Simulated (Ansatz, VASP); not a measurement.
## One calculation of Re, two programs

Contents of INCAR:

```
SYSTEM = Re
PREC     = Accurate       ! precision mode
ENCUT    = 600            ! plane-wave cutoff, eV
EDIFF    = 1E-7           ! SCF threshold, eV
ISMEAR   = -1             ! smearing method
SIGMA    = 0.1            ! smearing width, eV
LREAL    = .FALSE.        ! projectors in reciprocal space
LASPH    = .TRUE.         ! aspherical terms in the spheres
NELM     = 100            ! most SCF steps
ALGO     = Normal         ! electronic algorithm
ISIF     = 3              ! what is computed and relaxed
LWAVE    = .FALSE.        ! write WAVECAR
LCHARG   = .FALSE.        ! write CHGCAR
GGA      = RP             ! functional
IBRION   = 2              ! ionic algorithm
NSW      = 80             ! ionic steps
EDIFFG   = -0.01          ! ionic threshold
```

The input KPOINTS:

```
regular mesh
0
G
  10 10 10
  0 0 0
```

POSCAR

```
Re
1.0
    0.0000000000      2.7082441576      2.7082441576
    2.7082441576      0.0000000000      2.7082441576
    2.7082441576      2.7082441576      0.0000000000
Re
2
Direct
    0.1250000000      0.1250000000      0.1250000000
    0.8750000000      0.8750000000      0.8750000000
```

Input for Ansatz:

```yaml
crystal:
  lattice:
    - [0.0, 2.7082441576, 2.7082441576]
    - [2.7082441576, 0.0, 2.7082441576]
    - [2.7082441576, 2.7082441576, 0.0]
  atoms:
    - { symbol: Re, position: [0.125, 0.125, 0.125] }
    - { symbol: Re, position: [0.875, 0.875, 0.875] }
hamiltonian:
  xc: rpbe
  pseudopotentials:
    kind: paw
    azcp:
      Re: "pseudopotentials/Re.paw.azcp"
basis:
  ecutwfc: 420
  fft_grid_basis: typed
kpoints:
  mp_grid: { grid: [10, 10, 10], shift: [0, 0, 0] }
magnetization:
  spin_polarized: false
scf:
  occupations: { method: fermi_dirac, width: 0.1 }
relax:
  max_steps: 60
  f_tol: 0.01
  cell: {}
```

Alike in both runs: task relaxation of cell and atoms; functional RPBE; k mesh 10 × 10 × 10; occupations fermi-dirac, width 0.1 eV; no spin polarisation.

|  | VASP | Ansatz |
| --- | --- | --- |
| version | VASP 6.6.1 | Ansatz 0.2.0 |
| potentials or method | VASP PAW PBE potentials, release 64 (Re), cutoff 600 eV | plane waves (420 eV) with PAW, scalar-relativistic |
| valence electrons in the cell | 14 | 30 |

Ansatz gave:

```
relaxed volume (Å³/atom)                                        : 22.88
relaxed length of the cell vector where the two differ most in proportion (Å) : 4.015
```

Q: Estimate VASP's values.

A: Relaxed volume (Å³/atom): 22.67; relaxed length of the cell vector where the two differ most in proportion (Å): 4.002.

VASP's potentials were made for PBE, not for RPBE. VASP's potentials hold 14 valence electrons a cell and Ansatz's 30, so a difference there can come from the potentials and not from the codes.

Spin-orbit coupling is off throughout.
